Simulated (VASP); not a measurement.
CdS:

```xyz
4
Lattice="4.1500 0.0000 0.0000 -2.0750 3.5940 0.0000 0.0000 0.0000 6.7370" Properties=species:S:1:pos:R:3 pbc="T T T"
Cd    2.0750    1.1980    3.3685
Cd    0.0000    2.3960    0.0000
S     2.0750    1.1980    5.8949
S     0.0000    2.3960    2.5264
```

```yaml
Program: VASP 6.6.1
Task: relaxation of cell and atoms
Functional: BLYP
Dispersion: D4
Potentials_or_basis: VASP PAW PBE potentials, release 64 (Cd, S)
Cutoff: 600 eV
k_mesh: 7 × 7 × 4
Occupations: fermi-dirac, width 0.05 eV
Spin: no spin polarisation
```

At the start: pressure 1.4 GPa; volume 25.12 Å³/atom.

How do energy, volume and symmetry change on relaxing?

Over 3 steps the energy falls by 2.8 meV/atom and the volume is 25.72 Å³/atom (+2.4 %); space group P6_3mc (No. 186, to 0.1 Å) before and after.

The path:
```tsv
step	energy change (eV)	largest force (eV/Å)	pressure (GPa)	volume (Å³)
1	0.0000	0.0639	1.36	100.48
2	-0.0101	0.0182	-0.43	103.62
3	-0.0111	0.0013	-0.02	102.86
```

Final structure:
```
CELL_PARAMETERS angstrom
4.17582 0.00000 0.00000
-2.08791 3.61637 0.00000
0.00000 0.00000 6.81153
ATOMIC_POSITIONS crystal
Cd 0.66667 0.33333 0.49965
Cd 0.33333 0.66667 0.99965
S 0.66667 0.33333 0.87535
S 0.33333 0.66667 0.37535
```

Caveat: the PAW data sets were made with another functional, which shifts forces and pressure a little.
